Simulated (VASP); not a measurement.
# MgB2 (P6/mmm) in VASP: further runs

The runs below take MgB2 through single point, with PBEsol.

Everything below comes from runs of VASP 6.6.1. Logs are shortened: lines on timing, memory, paths and dates and some standing lists are left out, and cuts for length are marked.

### 1 The cell of the first run

It takes space group P6/mmm (No. 191, hexagonal). Conventional cell: a = 2.948 Å, b = 2.948 Å, c = 3.234 Å, α = 90.00°, β = 90.00°, γ = 120.00°. Mg (site symmetry 6/mmm) has 12 B at 2.35 Å and 6 Mg at 2.95 Å within 3.1 Å. B (site symmetry -6m2) has 3 B at 1.70 Å and 6 Mg at 2.35 Å within 2.4 Å.

### 2 Single point, PBEsol

Input file INCAR:

```
ALGO = Normal ; EDIFF = 1E-6
ENCUT = 520 ; GGA = PS
ISIF = 2 ; ISMEAR = -1
LASPH = True ; LCHARG = False
LREAL = False ; LWAVE = False
NBANDS = 11 ; NELM = 80
PREC = Accurate ; SIGMA = 0.05
```

Input file KPOINTS:

```
k-points
0
Gamma
  10 10 8
```

Input file POSCAR:

```
MgB2
1.0
    2.9480310656      0.0000000000      0.0000000000
   -1.4740155328      2.5530697939      0.0000000000
    0.0000000000      0.0000000000      3.2342730107
Mg B
1 2
Direct
    0.0000000000      0.0000000000      0.0000000000
    0.6666666667      0.3333333333      0.5000000000
    0.3333333333      0.6666666667      0.5000000000
```

Potentials or basis: VASP PAW PBE potentials, release 64 (Mg, B).

Command:

```sh
> cat potpaw_PBE.64/Mg/POTCAR potpaw_PBE.64/B/POTCAR > POTCAR
> mpirun -np 1 vasp_std > vasp.out
```

OUTCAR:

```text
EDIFF = 1E-6
   ENCUT = 520
   GGA = PS
   ISIF = 2
   ISMEAR = -1
   LASPH = True
   LREAL = False
   NELM = 80
   PREC = Accurate

 ion  position               nearest neighbor table
   1  0.000  0.000  0.000-   2 2.35   3 2.35   2 2.35   3 2.35   3 2.35   3 2.35   2 2.35   2 2.35
                             2 2.35   2 2.35   3 2.35   3 2.35
   2  0.667  0.333  0.500-   3 1.70   3 1.70   3 1.70   1 2.35   1 2.35   1 2.35   1 2.35   1 2.35
                             1 2.35
   3  0.333  0.667  0.500-   2 1.70   2 1.70   2 1.70   1 2.35   1 2.35   1 2.35   1 2.35   1 2.35
                             1 2.35

  LATTYP: Found a hexagonal cell.
 ALAT       =     2.9480310656
 C/A-ratio  =     1.0970959731

  Lattice vectors:

 A1 = (   2.9480310656,   0.0000000000,   0.0000000000)
 A2 = (  -1.4740155328,   2.5530697939,   0.0000000000)
 A3 = (   0.0000000000,   0.0000000000,   3.2342730107)

Analysis of symmetry for initial positions (statically):
=====================================================================
 Subroutine PRICEL returns:
 Original cell was already a primitive cell.

 Routine SETGRP: Setting up the symmetry group for a
 hexagonal supercell.

 Subroutine GETGRP returns: Found 24 space group operations
 (whereof 24 operations were pure point group operations)
 out of a pool of 24 trial point group operations.

The static configuration has the point symmetry D_6h.

Analysis of symmetry for dynamics (positions and initial velocities):
=====================================================================
 Subroutine PRICEL returns:
 Original cell was already a primitive cell.

 Routine SETGRP: Setting up the symmetry group for a
 hexagonal supercell.

 Subroutine GETGRP returns: Found 24 space group operations
 (whereof 24 operations were pure point group operations)
 out of a pool of 24 trial point group operations.

The dynamic configuration has the point symmetry D_6h.

 Subroutine INISYM returns: Found 24 space group operations
 (whereof 24 operations are pure point group operations),
 and found     1 'primitive' translations

----------------------------------------------------------------------------------------

                                     Primitive cell

  volume of cell :      24.3428

  direct lattice vectors                    reciprocal lattice vectors
     2.948031066  0.000000000  0.000000000     0.339209451  0.195842668  0.000000000
    -1.474015533  2.553069794  0.000000000     0.000000000  0.391685336  0.000000000
     0.000000000  0.000000000  3.234273011     0.000000000  0.000000000  0.309188494

  length of vectors
     2.948031066  2.948031066  3.234273011     0.391685336  0.391685336  0.309188494

  position of ions in fractional coordinates (direct lattice)
     0.000000000  0.000000000  0.000000000
     0.666666667  0.333333333  0.500000000
     0.333333333  0.666666667  0.500000000

  ion indices of the primitive-cell ions
   primitive index   ion index
                 1           1
                 2           2
                 3           3

----------------------------------------------------------------------------------------

 KPOINTS: k-points

Automatic generation of k-mesh.
 Grid dimensions read from file:
 generate k-points for:   10   10    8

 Generating k-lattice:

  Cartesian coordinates                     Fractional coordinates (reciprocal lattice)
     0.033920945  0.019584267  0.000000000     0.100000000 -0.000000000  0.000000000
     0.000000000  0.039168534  0.000000000     0.000000000  0.100000000  0.000000000
     0.000000000  0.000000000  0.038648562     0.000000000  0.000000000  0.125000000

  Length of vectors
     0.039168534  0.039168534  0.038648562

  Shift w.r.t. Gamma in fractional coordinates (k-lattice)
     0.000000000  0.000000000  0.000000000

 Subroutine IBZKPT returns following result:
 ===========================================

 Found     70 irreducible k-points:

 Following reciprocal coordinates:
            Coordinates               Weight
  0.000000  0.000000  0.000000      1.000000
  0.100000  0.000000  0.000000      6.000000
  0.200000  0.000000  0.000000      6.000000
  0.300000  0.000000  0.000000      6.000000
  0.400000  0.000000  0.000000      6.000000
  0.500000  0.000000  0.000000      3.000000
[... 16 lines left out ...]
  0.300000  0.100000  0.125000     24.000000
  0.400000  0.100000  0.125000     24.000000
 [... further k-points ...]
   k-points           NKPTS =     70   k-points in BZ     NKDIM =     70   number of bands    NBANDS=     11
   number of dos      NEDOS =    301   number of ions     NIONS =      3
   total plane-waves  NPLWV =  13824
   dimension x,y,z NGX =    24 NGY =   24 NGZ =   24
   dimension x,y,z NGXF=    48 NGYF=   48 NGZF=   48
   ions per type =               1   2
   NGX,Y,Z   is equivalent  to a cutoff of  13.53, 13.53, 12.34 a.u.
   NGXF,Y,Z  is equivalent  to a cutoff of  27.07, 27.07, 24.67 a.u.
 SYSTEM =  unknown system
   PREC   = accura    normal or accurate (medium, high low for compatibility)
   ISTART =      0    job   : 0-new  1-cont  2-samecut
   ICHARG =      2    charge: 1-file 2-atom 10-const
   ISPIN  =      1    spin polarized calculation?
   LNONCOLLINEAR =      F non collinear calculations
   LSORBIT =      F    spin-orbit coupling
   LASPH  =      T    aspherical Exc in radial PAW
   ENCUT  =  520.0 eV  38.22 Ry    6.18 a.u.   5.48  5.48  6.01*2*pi/ulx,y,z
   NELM   =     80;   NELMIN=  2; NELMDL= -5     # of ELM steps
   EDIFF  = 0.1E-05   stopping-criterion for ELM
   LREAL  =      F    real-space projection
   EDIFFG = 0.1E-04   stopping-criterion for IOM
   NSW    =      0    number of steps for IOM
   IBRION =     -1    ionic relax: 0-MD 1-quasi-New 2-CG
   NFREE  =      0    steps in history (QN), initial steepest desc. (CG)
   ISIF   =      2    stress and relaxation
   ISYM   =      2    0-nonsym 1-usesym 2-fastsym
   POTIM  = 0.5000    time-step for ionic-motion
   TEBEG  =    0.0;   TEEND  =   0.0 temperature during run
   PSTRESS=    0.0 pullay stress
   NELECT =       8.0000    total number of electrons
   NUPDOWN=      -1.0000    fix difference up-down
   EMIN   =  10.00;   EMAX   =-10.00  energy-range for DOS
   EFERMI =   0.00;   METHOD = LEGACY
   ISMEAR =    -1;   SIGMA  =   0.05  broadening in eV -4-tet -1-fermi 0-gaus
   EFERMI_NEDOS =   21; number of points for ismear=-14 and -15
   IALGO  =     38    algorithm
   IMIX   =      4    mixing-type and parameters
     AMIX     =   0.40;   BMIX     =  1.00
     AMIX_MAG =   1.60;   BMIX_MAG =  1.00
  volume/ion in A,a.u.               =       8.11        54.76
  Fermi-wavevector in a.u.,A,eV,Ry     =   1.129747  2.134911 17.365486  1.276327
  Thomas-Fermi vector in A             =   2.266441
   LORBIT       =      0    0 simple, 1 ext, 2 COOP (PROOUT), +10 PAW based schemes
   GGA     = PS    functional components
   LHFCALC =     F    Hartree Fock is set to
   AEXX    =    0.0000 exact exchange contribution
   IVDW    =     0    specifies the selected vdW correction
   LEPSILON=     F    determine dielectric tensor
   LRPA    =     F    only Hartree local field effects (RPA)
 non-spin polarized calculation
  energy-cutoff  :      520.00
  volume of cell :       24.34
 maximum number of plane-waves:       672
 NGX is ok and might be reduce to    24
   NGX = 11   NGY = 11   NGZ = 13

 number of electron       8.0000000 magnetization

 Free energy of the ion-electron system (eV)
  ---------------------------------------------------
  ext. energy  EPLUGINS =         0.00000000
  ---------------------------------------------------
  free energy    TOTEN  =       -15.88173066 eV

  energy without entropy =      -15.87658995  energy(sigma->0) =      -15.87916031

 E-fermi :   6.5538     XC(G=0): -11.7242

 val. band max:        6.5331291745   @ k =   0.1000   0.0000   0.5000
 cond. band min:       6.5767313761   @ k =   0.3000   0.2000   0.3750
 fundamental gap:      0.0436022015
 Fermi energy:         6.5537621912

 k-point     1 :       0.0000    0.0000    0.0000
  band No.  band energies     occupation
      1      -6.9505      2.00000
      2       3.7104      2.00000
      3       6.7967      0.01539
      4       6.7967      0.01539
      5       9.2283      0.00000
      6      13.1667      0.00000
      7      13.1667      0.00000
      8      15.8853      0.00000
      9      17.8524      0.00000
     10      20.7027      0.00000
     11      24.4632      0.00000

 k-point     2 :       0.1000    0.0000    0.0000
  band No.  band energies     occupation
      1      -6.7619      2.00000
      2       3.8881      2.00000
      3       5.8840      2.00000
      4       6.3541      1.96377
      5       9.3284      0.00000
      6      13.2303      0.00000
      7      14.0028      0.00000
      8      16.2087      0.00000
      9      17.1540      0.00000
     10      21.5236      0.00000
     11      23.9621      0.00000

 k-point     3 :       0.2000    0.0000    0.0000
  band No.  band energies     occupation
      1      -6.1995      2.00000
      2       3.8846      2.00000
      3       4.4151      2.00000
      4       5.4804      2.00000
      5       9.6830      0.00000
      6      12.9966      0.00000
      7      15.3976      0.00000
      8      16.0376      0.00000
      9      16.9224      0.00000
     10      23.1693      0.00000
     11      23.2078      0.00000
[... 267 lines left out ...]
 k-point    23 :       0.3000    0.1000    0.1250
  band No.  band energies     occupation
      1      -4.3937      2.00000
      2       0.7785      2.00000
      3       3.6506      2.00000
      4       4.9032      2.00000
      5      10.6204      0.00000
      6      12.2050      0.00000
      7      14.0709      0.00000
      8      17.2205      0.00000
      9      18.5843      0.00000
     10      20.0395      0.00000
     11      22.7943      0.00000

 k-point    24 :       0.4000    0.1000    0.1250
  band No.  band energies     occupation
      1      -2.9893      2.00000
      2      -1.1814      2.00000
      3       3.2941      2.00000
      4       5.9810      1.99998
      5       9.1010      0.00000
      6      12.2358      0.00000
      7      14.4924      0.00000
      8      16.7355      0.00000
      9      18.3155      0.00000
     10      21.9184      0.00000
     11      22.6063      0.00000

 [... further k-points ...]

------------------------ aborting loop because EDIFF is reached ----------------------------------------

  FORCE on cell =-STRESS in cart. coord.  units (eV):
  Direction    XX          YY          ZZ          XY          YZ          ZX
  --------------------------------------------------------------------------------------
  -------------------------------------------------------------------------------------
  Total        4.6198275      4.6198275      4.5823530      0.0000000     -0.0000000      0.0000000
  in kB      304.0639394    304.0639394    301.5974743      0.0000000     -0.0000000      0.0000000
  external PRESSURE =     303.2417844 kB  Pullay stress =       0.0000000 kB

 VOLUME and BASIS-vectors are now :
 -----------------------------------------------------------------------------
  energy-cutoff  :      520.00
  volume of cell :       24.34
      direct lattice vectors                 reciprocal lattice vectors
     2.948031066  0.000000000  0.000000000     0.339209451  0.195842668  0.000000000
    -1.474015533  2.553069794  0.000000000     0.000000000  0.391685336  0.000000000
     0.000000000  0.000000000  3.234273011     0.000000000  0.000000000  0.309188494

 POSITION                                       TOTAL-FORCE (eV/Angst)
 -----------------------------------------------------------------------------------
      0.00000      0.00000      0.00000         0.000000      0.000000      0.000000
      1.47402      0.85102      1.61714         0.000000     -0.000000      0.000000
     -0.00000      1.70205      1.61714        -0.000000      0.000000     -0.000000
 -----------------------------------------------------------------------------------
    total drift:                                0.000000     -0.000000      0.000000

  FREE ENERGIE OF THE ION-ELECTRON SYSTEM (eV)
  ---------------------------------------------------
  free  energy   TOTEN  =       -15.8817306612 eV

  energy  without entropy=      -15.8765899503  energy(sigma->0) =      -15.87916031
```

Wall time 5.9 s (1 thread of Intel Xeon 6975P-C (Granite Rapids), shared host); peak memory 0.14 GiB.

Results:

```
Free energy            : -15.8817 eV
Pressure               : 30.3 GPa
Band gap on the k mesh : zero (bands 4 and 5 overlap by 3.17 eV)
```

Stress tensor (GPa, compression positive):
```
30.41  0.00  0.00
 0.00 30.41  0.00
 0.00  0.00 30.16
```

Levels at points of the mesh, in eV from the Fermi level:
| k point | band 1 | band 2 | band 3 | band 4 | band 5 | band 6 | band 7 | band 8 | band 9 |
| --- | --- | --- | --- | --- | --- | --- | --- | --- | --- |
| (0.00, 0.00, 0.00) | -13.50 | -2.84 | 0.24 | 0.24 | 2.67 | 6.61 | 6.61 | 9.33 | 11.30 |
| (0.50, 0.00, 0.00) | -9.19 | -8.69 | -2.57 | 0.42 | 3.76 | 3.92 | 6.74 | 9.22 | 14.66 |
| (0.00, 0.00, 0.50) | -11.79 | -8.25 | 0.81 | 0.81 | 6.90 | 6.90 | 8.50 | 12.14 | 12.61 |
| (0.50, 0.00, 0.50) | -7.87 | -7.50 | -4.13 | -2.20 | -1.54 | 6.61 | 9.76 | 10.18 | 16.04 |

Caveat: the cell stands under pressure; the PAW data sets were made with another functional, which shifts forces and pressure a little.

(Continued in part 2 of 2.)
